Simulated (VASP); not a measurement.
# C (R-3m) in VASP: a series of runs

The runs below take C through single point, with PBEsol, r2SCAN.

Everything below comes from runs of VASP 6.6.1. Logs are shortened: lines on timing, memory, paths and dates and some standing lists are left out, and cuts for length are marked.

**1. The cell of the first run**

The structure is trigonal, space group R-3m (No. 166). Conventional cell: a = 2.475 Å, b = 2.475 Å, c = 10.882 Å, α = 90.00°, β = 90.00°, γ = 120.00°. C (site symmetry 3m) has 3 C at 1.43 Å within 1.9 Å.

**2. Single point, PBEsol (volume scaled by 1.020, then relaxed in part)**

File INCAR:

```
SYSTEM = C
  ALGO = Normal
  EDIFF = 1E-7
  ENCUT = 520
  GGA = PS
  ISIF = 2
  ISMEAR = 0
  LASPH = .True.
  LCHARG = .False.
  LREAL = .False.
  LWAVE = .False.
  NBANDS = 11
  NELM = 60
  PREC = Accurate
  SIGMA = 0.01
```

File KPOINTS:

```
k-points
0
Gamma
  10 10 10
  0 0 0
```

File POSCAR:

```
C
1.0
    1.2375965868      0.7145267225      3.6273634681
   -1.2375965868      0.7145267225      3.6273634681
    0.0000000000     -1.4290534451      3.6273634681
C
2
Direct
    0.8333439900      0.8333439900      0.8333439900
    0.1666560100      0.1666560100      0.1666560100
```

Potentials or basis: VASP PAW PBE potentials, release 64 (C).

On the command line:

```console
$ cat potpaw_PBE.64/C/POTCAR > POTCAR
$ mpirun -np 1 vasp_std > vasp.out
```

OUTCAR:

```text
SYSTEM = C
   EDIFF = 1E-7
   ENCUT = 520
   GGA = PS
   ISIF = 2
   ISMEAR = 0
   LASPH = .True.
   LREAL = .False.
   NELM = 60
   PREC = Accurate

 ion  position               nearest neighbor table
   1  0.833  0.833  0.833-   2 1.43   2 1.43   2 1.43
   2  0.167  0.167  0.167-   1 1.43   1 1.43   1 1.43

  LATTYP: Found a trigonal (rhomboedric) cell.
 ALAT       =     3.8987125412
 COS(alpha) =     0.7984671849

  Lattice vectors:

 A1 = (   1.2375965868,   0.7145267225,   3.6273634681)
 A2 = (  -1.2375965868,   0.7145267225,   3.6273634681)
 A3 = (   0.0000000000,  -1.4290534451,   3.6273634681)

Analysis of symmetry for initial positions (statically):
=====================================================================
 Subroutine PRICEL returns:
 Original cell was already a primitive cell.

 Routine SETGRP: Setting up the symmetry group for a
 trigonal (rhombohedral) supercell.

 Subroutine GETGRP returns: Found 12 space group operations
 (whereof 12 operations were pure point group operations)
 out of a pool of 12 trial point group operations.

The static configuration has the point symmetry D_3d.

Analysis of symmetry for dynamics (positions and initial velocities):
=====================================================================
 Subroutine PRICEL returns:
 Original cell was already a primitive cell.

 Routine SETGRP: Setting up the symmetry group for a
 trigonal (rhombohedral) supercell.

 Subroutine GETGRP returns: Found 12 space group operations
 (whereof 12 operations were pure point group operations)
 out of a pool of 12 trial point group operations.

The dynamic configuration has the point symmetry D_3d.

 Subroutine INISYM returns: Found 12 space group operations
 (whereof 12 operations are pure point group operations),
 and found     1 'primitive' translations

----------------------------------------------------------------------------------------

                                     Primitive cell

  volume of cell :      19.2460

  direct lattice vectors                    reciprocal lattice vectors
     1.237596587  0.714526723  3.627363468     0.404008871  0.233254631  0.091894109
    -1.237596587  0.714526723  3.627363468    -0.404008871  0.233254631  0.091894109
     0.000000000 -1.429053445  3.627363468     0.000000000 -0.466509261  0.091894109

  length of vectors
     3.898712541  3.898712541  3.898712541     0.475473888  0.475473888  0.475473888

  position of ions in fractional coordinates (direct lattice)
     0.833343990  0.833343990  0.833343990
     0.166656010  0.166656010  0.166656010

  ion indices of the primitive-cell ions
   primitive index   ion index
                 1           1
                 2           2

----------------------------------------------------------------------------------------

 KPOINTS: k-points

Automatic generation of k-mesh.
 Grid dimensions read from file:
 generate k-points for:   10   10   10

 Generating k-lattice:

  Cartesian coordinates                     Fractional coordinates (reciprocal lattice)
     0.040400887  0.023325463  0.009189411     0.100000000 -0.000000000  0.000000000
    -0.040400887  0.023325463  0.009189411    -0.000000000  0.100000000  0.000000000
     0.000000000 -0.046650926  0.009189411     0.000000000  0.000000000  0.100000000

  Length of vectors
     0.047547389  0.047547389  0.047547389

  Shift w.r.t. Gamma in fractional coordinates (k-lattice)
     0.000000000  0.000000000  0.000000000

 Subroutine IBZKPT returns following result:
 ===========================================

 Found    116 irreducible k-points:

 Following reciprocal coordinates:
            Coordinates               Weight
  0.000000  0.000000  0.000000      1.000000
  0.100000  0.000000  0.000000      6.000000
  0.200000  0.000000  0.000000      6.000000
  0.300000  0.000000  0.000000      6.000000
  0.400000  0.000000 -0.000000      6.000000
  0.500000  0.000000  0.000000      3.000000
[... 16 lines left out ...]
  0.300000  0.300000  0.000000      6.000000
  0.400000  0.300000 -0.000000     12.000000
 [... further k-points ...]
   k-points           NKPTS =    116   k-points in BZ     NKDIM =    116   number of bands    NBANDS=     11
   number of dos      NEDOS =    301   number of ions     NIONS =      2
   total plane-waves  NPLWV =  27000
   dimension x,y,z NGX =    30 NGY =   30 NGZ =   30
   dimension x,y,z NGXF=    60 NGYF=   60 NGZF=   60
   ions per type =               2
   NGX,Y,Z   is equivalent  to a cutoff of  12.79, 12.79, 12.79 a.u.
   NGXF,Y,Z  is equivalent  to a cutoff of  25.58, 25.58, 25.58 a.u.
 SYSTEM =  C
   PREC   = accura    normal or accurate (medium, high low for compatibility)
   ISTART =      0    job   : 0-new  1-cont  2-samecut
   ICHARG =      2    charge: 1-file 2-atom 10-const
   ISPIN  =      1    spin polarized calculation?
   LNONCOLLINEAR =      F non collinear calculations
   LSORBIT =      F    spin-orbit coupling
   LASPH  =      T    aspherical Exc in radial PAW
   ENCUT  =  520.0 eV  38.22 Ry    6.18 a.u.   7.25  7.25  7.25*2*pi/ulx,y,z
   NELM   =     60;   NELMIN=  2; NELMDL= -5     # of ELM steps
   EDIFF  = 0.1E-06   stopping-criterion for ELM
   LREAL  =      F    real-space projection
   EDIFFG = 0.1E-05   stopping-criterion for IOM
   NSW    =      0    number of steps for IOM
   IBRION =     -1    ionic relax: 0-MD 1-quasi-New 2-CG
   NFREE  =      0    steps in history (QN), initial steepest desc. (CG)
   ISIF   =      2    stress and relaxation
   ISYM   =      2    0-nonsym 1-usesym 2-fastsym
   POTIM  = 0.5000    time-step for ionic-motion
   TEBEG  =    0.0;   TEEND  =   0.0 temperature during run
   PSTRESS=    0.0 pullay stress
   NELECT =       8.0000    total number of electrons
   NUPDOWN=      -1.0000    fix difference up-down
   EMIN   =  10.00;   EMAX   =-10.00  energy-range for DOS
   EFERMI =   0.00;   METHOD = LEGACY
   ISMEAR =     0;   SIGMA  =   0.01  broadening in eV -4-tet -1-fermi 0-gaus
   EFERMI_NEDOS =   21; number of points for ismear=-14 and -15
   IALGO  =     38    algorithm
   IMIX   =      4    mixing-type and parameters
     AMIX     =   0.40;   BMIX     =  1.00
     AMIX_MAG =   1.60;   BMIX_MAG =  1.00
  volume/ion in A,a.u.               =       9.62        64.94
  Fermi-wavevector in a.u.,A,eV,Ry     =   1.221776  2.308822 20.309908  1.492736
  Thomas-Fermi vector in A             =   2.356946
   LORBIT       =      0    0 simple, 1 ext, 2 COOP (PROOUT), +10 PAW based schemes
   GGA     = PS    functional components
   LHFCALC =     F    Hartree Fock is set to
   AEXX    =    0.0000 exact exchange contribution
   IVDW    =     0    specifies the selected vdW correction
   LEPSILON=     F    determine dielectric tensor
   LRPA    =     F    only Hartree local field effects (RPA)
 non-spin polarized calculation
 Gauss-broadening in eV      SIGMA  =   0.01
  energy-cutoff  :      520.00
  volume of cell :       19.25
 maximum number of plane-waves:       530
 NGX is ok and might be reduce to    30
   NGX = 15   NGY = 15   NGZ = 15

 number of electron       8.0000000 magnetization

 Free energy of the ion-electron system (eV)
  ---------------------------------------------------
  ext. energy  EPLUGINS =         0.00000000
  ---------------------------------------------------
  free energy    TOTEN  =       -19.28976814 eV

  energy without entropy =      -19.28976814  energy(sigma->0) =      -19.28976814

 E-fermi :   3.2644     XC(G=0):  -9.9721

 val. band max:        3.2099476721   @ k =  -0.3000   0.3000   0.0000
 cond. band min:       4.6771427135   @ k =  -0.3000   0.3000   0.0000
 fundamental gap:      1.4671950414
 Fermi energy:         3.2643911553

 k-point     1 :       0.0000    0.0000    0.0000
  band No.  band energies     occupation
      1     -15.5859      2.00000
      2      -2.9880      2.00000
      3       0.8851      2.00000
      4       0.8851      2.00000
      5       7.4589      0.00000
      6      12.1150      0.00000
      7      12.1150      0.00000
      8      15.1473      0.00000
      9      16.2971      0.00000
     10      26.0608      0.00000
     11      26.5302      0.00000

 k-point     2 :       0.1000    0.0000    0.0000
  band No.  band energies     occupation
      1     -15.3481      2.00000
      2      -2.7332      2.00000
      3      -0.0278      2.00000
      4       0.4151      2.00000
      5       7.7961      0.00000
      6      12.1951      0.00000
      7      13.0929      0.00000
      8      14.3466      0.00000
      9      16.7393      0.00000
     10      25.8519      0.00000
     11      26.8103      0.00000

 k-point     3 :       0.2000    0.0000    0.0000
  band No.  band energies     occupation
      1     -14.6388      2.00000
      2      -2.1989      2.00000
      3      -1.9772      2.00000
      4      -0.5925      2.00000
      5       8.8005      0.00000
      6      12.0432      0.00000
      7      12.3234      0.00000
      8      15.5799      0.00000
      9      18.0734      0.00000
     10      23.7303      0.00000
     11      27.1252      0.00000

 k-point     4 :       0.3000    0.0000    0.0000
  band No.  band energies     occupation
      1     -13.4722      2.00000
      2      -4.8061      2.00000
      3      -1.5726      2.00000
      4      -0.7596      2.00000
      5       9.6517      0.00000
      6      10.4807      0.00000
      7      11.7097      0.00000
      8      18.8320      0.00000
      9      19.3297      0.00000
     10      21.8909      0.00000
     11      25.4536      0.00000
[... 239 lines left out ...]
 k-point    22 :      -0.2000    0.2000    0.0000
  band No.  band energies     occupation
      1     -12.8014      2.00000
      2      -4.9661      2.00000
      3      -3.5223      2.00000
      4       0.1194      2.00000
      5       8.5698      0.00000
      6      10.9900      0.00000
      7      14.6629      0.00000
      8      15.8006      0.00000
      9      18.2317      0.00000
     10      23.1864      0.00000
     11      25.4538      0.00000

 k-point    23 :       0.3000    0.3000    0.0000
  band No.  band energies     occupation
      1     -13.4369      2.00000
      2      -4.7736      2.00000
      3      -1.5916      2.00000
      4      -1.0881      2.00000
      5       9.3976      0.00000
      6      11.2652      0.00000
      7      11.7429      0.00000
      8      18.8240      0.00000
      9      20.1567      0.00000
     10      21.1799      0.00000
     11      26.4952      0.00000

 k-point    24 :       0.4000    0.3000   -0.0000
  band No.  band energies     occupation
      1     -12.5154      2.00000
      2      -5.9898      2.00000
      3      -2.6991      2.00000
      4      -0.2069      2.00000
      5       7.9190      0.00000
      6      12.2505      0.00000
      7      12.9546      0.00000
      8      18.6960      0.00000
      9      19.4639      0.00000
     10      22.7114      0.00000
     11      25.7809      0.00000

 [... further k-points ...]

------------------------ aborting loop because EDIFF is reached ----------------------------------------

  FORCE on cell =-STRESS in cart. coord.  units (eV):
  Direction    XX          YY          ZZ          XY          YZ          ZX
  --------------------------------------------------------------------------------------
  -------------------------------------------------------------------------------------
  Total       -0.7974077     -0.7974077      0.0081097      0.0000000     -0.0000000      0.0000000
  in kB      -66.3821162    -66.3821162      0.6751109      0.0000000     -0.0000000      0.0000000
  external PRESSURE =     -44.0297072 kB  Pullay stress =       0.0000000 kB

 VOLUME and BASIS-vectors are now :
 -----------------------------------------------------------------------------
  energy-cutoff  :      520.00
  volume of cell :       19.25
      direct lattice vectors                 reciprocal lattice vectors
     1.237596587  0.714526723  3.627363468     0.404008871  0.233254631  0.091894109
    -1.237596587  0.714526723  3.627363468    -0.404008871  0.233254631  0.091894109
     0.000000000 -1.429053445  3.627363468     0.000000000 -0.466509261  0.091894109

 POSITION                                       TOTAL-FORCE (eV/Angst)
 -----------------------------------------------------------------------------------
      0.00000     -0.00000      9.06852         0.000000      0.000000     -0.000068
      0.00000     -0.00000      1.81357         0.000000     -0.000000      0.000068
 -----------------------------------------------------------------------------------
    total drift:                                0.000000     -0.000000      0.000000

  FREE ENERGIE OF THE ION-ELECTRON SYSTEM (eV)
  ---------------------------------------------------
  free  energy   TOTEN  =       -19.2897681441 eV

  energy  without entropy=      -19.2897681441  energy(sigma->0) =      -19.28976814
```

It took 21 s on 1 thread of Intel Xeon Platinum 8559C (Emerald Rapids), shared host; peak memory 0.16 GiB.

Results:

* Free energy: -19.2898 eV
* Pressure: -4.4 GPa
* Band gap on the k mesh: 1.47 eV, direct

Stress tensor (GPa, compression positive):
```
-6.64  0.00  0.00
 0.00 -6.64  0.00
 0.00  0.00  0.07
```

Caveat: the PAW data sets were made with another functional, which shifts forces and pressure a little. A k mesh can miss the band edges.

(Part 1 of 2 ends here.)
